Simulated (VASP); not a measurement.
# Zn12H2O in VASP: further runs, part 2 of 2

VASP 6.6.1. Earlier steps stand in the parts before.

## (4) Single point, PBE+D3(BJ)

INCAR

```
  PREC = Accurate
  ENCUT = 520
  EDIFF = 1E-6
  ISMEAR = 0
  SIGMA = 0.05
  LREAL = Auto
  LASPH = True
  NELM = 100
  ALGO = Normal
  ISIF = 2
  LWAVE = False
  LCHARG = False
  GGA = PE
  IVDW = 12
  NBANDS = 89
  LUSENCCL = False
```

KPOINTS

```
Automatic mesh
0
Gamma
  5 5 1
```

POSCAR

```
Zn12H2O
1.0
    5.3200000000      0.0000000000      0.0000000000
    2.6600000000      4.6072550000      0.0000000000
    0.0000000000      0.0000000000     17.9369600000
Zn O H
12 1 2
Direct
    0.0000000000      0.0000000000      0.0557508073
    0.5000000000      0.0000000000      0.0557508073
   -0.0000000543      0.5000001085      0.0557508073
    0.4999999457      0.5000001085      0.0557508073
   -0.1971722704      0.3476979243      0.1852075826
    0.3167941807      0.3419819394      0.1919721068
   -0.1972681179      0.8502602960      0.1852939406
    0.3102890152      0.8450888870      0.1875330602
   -0.0812122518      0.0412831502      0.3093925615
    0.4082992294      0.0477887593      0.3414327177
   -0.0641433847      0.5325251153      0.3067485237
    0.4071389982      0.5456524547      0.3427866818
    0.4108165548      0.7978924544      0.4279794346
    0.6336768561      0.1825944082      0.3785028232
    0.2234629644      0.8932830937      0.4533647285
```

Launch:

```
cat potpaw_PBE.64/Zn/POTCAR potpaw_PBE.64/O/POTCAR potpaw_PBE.64/H/POTCAR > POTCAR
mpirun -np 1 vasp_std > vasp.out
```

It took 3.7 min on 1 × NVIDIA H100 80GB with 1 thread of AMD EPYC 7R13 (Zen 3), shared host; peak memory 1.6 GiB.

It converged, with:

```
Free energy                : -29.3009 eV
Largest force              : 0.149 eV/Å
Band gap on the k mesh     : zero (bands 76 and 77 overlap by 1.04 eV)
Dispersion energy per atom : -0.250 eV
```

Forces in eV/Å, atoms in the order of the input:
```
Zn  -0.117  0.068  0.002
Zn  -0.004  0.134 -0.059
Zn  -0.004  0.003  0.078
Zn  -0.119 -0.062 -0.063
Zn   0.003  0.000  0.001
Zn   0.001 -0.001 -0.004
Zn   0.002 -0.003 -0.002
Zn   0.002 -0.002  0.005
Zn   0.028 -0.018  0.005
Zn   0.033  0.004 -0.048
Zn   0.016 -0.007  0.020
Zn   0.013 -0.030 -0.039
O    0.107 -0.087  0.003
H    0.071 -0.013  0.029
H   -0.033  0.013  0.072
```

Levels at points of the mesh, in eV from the Fermi level:
| k point | band 73 | band 74 | band 75 | band 76 | band 77 | band 78 | band 79 | band 80 |
| --- | --- | --- | --- | --- | --- | --- | --- | --- |
| (0.00, 0.00, 0.00) | -1.83 | -1.70 | -1.41 | -1.32 | -0.65 | 0.13 | 0.48 | 0.71 |

Caveat: there is no dipole correction, which matters where the two faces differ.

## (5) Single point, PBE+D3(BJ)

INCAR

```
SYSTEM = Zn12H2O
PREC = Accurate
ENCUT = 520
EDIFF = 1E-6
ISMEAR = 0
SIGMA = 0.05
LREAL = Auto
LASPH = .TRUE.
NELM = 60
ALGO = Normal
ISIF = 2
LWAVE = .FALSE.
LCHARG = .FALSE.
GGA = PE
IVDW = 12
NBANDS = 89
LUSENCCL = .FALSE.
```

KPOINTS

```
regular mesh
0
G
  5 5 1
  0 0 0
```

POSCAR

```
Zn12H2O
1.0
    5.3200000000      0.0000000000      0.0000000000
    2.6600000000      4.6072550000      0.0000000000
    0.0000000000      0.0000000000     17.9369600000
Zn O H
12 1 2
Direct
    0.0000000000      0.0000000000      0.0557508073
    0.5000000000      0.0000000000      0.0557508073
   -0.0000000543      0.5000001085      0.0557508073
    0.4999999457      0.5000001085      0.0557508073
   -0.1676942415      0.3387294604      0.1837321932
    0.3280162532      0.3362746364      0.1891033375
   -0.1677096681      0.8294535466      0.1836818502
    0.3204077332      0.8399676163      0.1933593541
   -0.3200582535      0.1602856799      0.3045349379
    0.1498911866      0.1825123637      0.3257975710
   -0.3336550575      0.6671920699      0.3148190663
    0.1495434401      0.6683804131      0.3262978230
    0.3496554844      0.8250589559      0.4000644479
    0.1602981868      0.4194393408      0.3893765164
    0.3449267201      0.8276518230      0.4544653052
```

Launch:

```
cat potpaw_PBE.64/Zn/POTCAR potpaw_PBE.64/O/POTCAR potpaw_PBE.64/H/POTCAR > POTCAR
mpirun -np 1 vasp_std > vasp.out
```

Run time: 3.8 min. Hardware: 1 × NVIDIA H100 80GB with 1 thread of AMD EPYC 7R13 (Zen 3), shared host; peak memory 1.6 GiB.

The run converged. Its results:

* Free energy: -29.0954 eV
* Largest force: 0.213 eV/Å
* Band gap on the k mesh: zero (bands 76 and 77 overlap by 0.80 eV)
* Dispersion energy per atom: -0.255 eV

Forces on the atoms (eV/Å):
```
Zn   0.184 -0.103  0.030
Zn  -0.174  0.074  0.012
Zn   0.151 -0.089 -0.095
Zn  -0.149  0.113  0.011
Zn   0.000  0.001 -0.002
Zn   0.000  0.000 -0.004
Zn   0.000 -0.001 -0.001
Zn   0.002 -0.001  0.005
Zn  -0.002  0.001  0.017
Zn  -0.005  0.010 -0.014
Zn  -0.015  0.008  0.030
Zn  -0.017 -0.004 -0.022
O   -0.011  0.012 -0.084
H   -0.019  0.011  0.015
H    0.055 -0.032  0.101
```

Levels at points of the mesh, in eV from the Fermi level:
| k point | band 74 | band 75 | band 76 | band 77 | band 78 | band 79 |
| --- | --- | --- | --- | --- | --- | --- |
| (0.00, 0.00, 0.00) | -1.68 | -1.44 | -1.43 | -0.50 | -0.31 | 0.36 |

Caveat: there is no dipole correction, which matters where the two faces differ.

## (6) Single point, PBE+D3(BJ)

INCAR

```
ALGO = Normal ; EDIFF = 1E-7
ENCUT = 520 ; GGA = PE
ISIF = 2 ; ISMEAR = 0
IVDW = 12 ; LASPH = True
LCHARG = False ; LREAL = Auto
LUSENCCL = False ; LWAVE = False
NBANDS = 89 ; NELM = 80
PREC = Accurate ; SIGMA = 0.05
```

KPOINTS

```
k-points
0
Gamma
  5 5 1
```

POSCAR

```
Zn12H2O
1.0
    5.3200000000      0.0000000000      0.0000000000
    2.6600000000      4.6072550000      0.0000000000
    0.0000000000      0.0000000000     17.9369600000
Zn O H
12 1 2
Direct
    0.0000000000      0.0000000000      0.0557508073
    0.5000000000      0.0000000000      0.0557508073
   -0.0000000543      0.5000001085      0.0557508073
    0.4999999457      0.5000001085      0.0557508073
   -0.1711492469      0.3364695464      0.1839162824
    0.3379028716      0.3308412493      0.1880369360
   -0.1707701343      0.8341177122      0.1842296576
    0.3382332371      0.8304181123      0.1958786773
   -0.0178396471      0.0086368130      0.3075124770
    0.5143641219     -0.0087804995      0.3374149800
   -0.0035415472      0.5021165531      0.3095544061
    0.5214840970      0.4878690240      0.3414254701
    0.4950843468      0.7561730358      0.4251965773
    0.2918740235      0.3550966899      0.3753027269
    0.3067647703      0.8501411361      0.4501195855
```

Potentials or basis: VASP PAW PBE potentials, release 64 (Zn, O, H).

Launch:

```
cat potpaw_PBE.64/Zn/POTCAR potpaw_PBE.64/O/POTCAR potpaw_PBE.64/H/POTCAR > POTCAR
mpirun -np 1 vasp_std > vasp.out
```

It took 4.6 min on 1 × NVIDIA H100 80GB with 1 thread of AMD EPYC 7R13 (Zen 3), shared host; peak memory 1.6 GiB.

The run converged. Its results:

```yaml
Free_energy: -29.3733 eV
Largest_force: 0.219 eV/Å
Band_gap_on_the_k_mesh: zero (bands 76 and 77 overlap by 0.87 eV)
Dispersion_energy_per_atom: -0.251 eV
```

Forces in eV/Å, atoms in the order of the input:
```
Zn   0.178 -0.107  0.072
Zn  -0.173  0.097 -0.020
Zn   0.166 -0.092 -0.054
Zn  -0.175  0.104 -0.034
Zn  -0.007 -0.001 -0.001
Zn   0.012 -0.007 -0.019
Zn  -0.001  0.008 -0.001
Zn   0.005 -0.003 -0.009
Zn   0.000  0.000  0.020
Zn   0.010  0.020 -0.019
Zn   0.006 -0.003  0.004
Zn  -0.010 -0.016 -0.025
O    0.047 -0.027  0.007
H    0.000 -0.009  0.023
H   -0.058  0.036  0.055
```

Levels at points of the mesh, in eV from the Fermi level:
```csv
k point,band 74,band 75,band 76,band 77,band 78,band 79
"(0.00, 0.00, 0.00)",-1.61,-1.42,-1.38,-0.48,0.25,0.62
```

Caveat: there is no dipole correction, which matters where the two faces differ.

## (7) The runs side by side

```tsv
cell	gap on the mesh (eV)	largest force (eV/Å)
as given, atomic positions A	none	0.22
as given, atomic positions B	none	0.16
as given, atomic positions C	none	0.15
as given, atomic positions D	none	0.21
```

Alike in all rows: task single point; level PBE+D3(BJ); potentials or basis VASP PAW PBE potentials, release 64 (Zn, O, H); no spin polarisation; k mesh 5 × 5 × 1; cutoff (eV) 520; smearing gaussian 0.05 eV.

Caveats: there is no dipole correction, which matters where the two faces differ.

Total energies depend on the potentials used, so only differences within one code and one set of settings carry meaning.
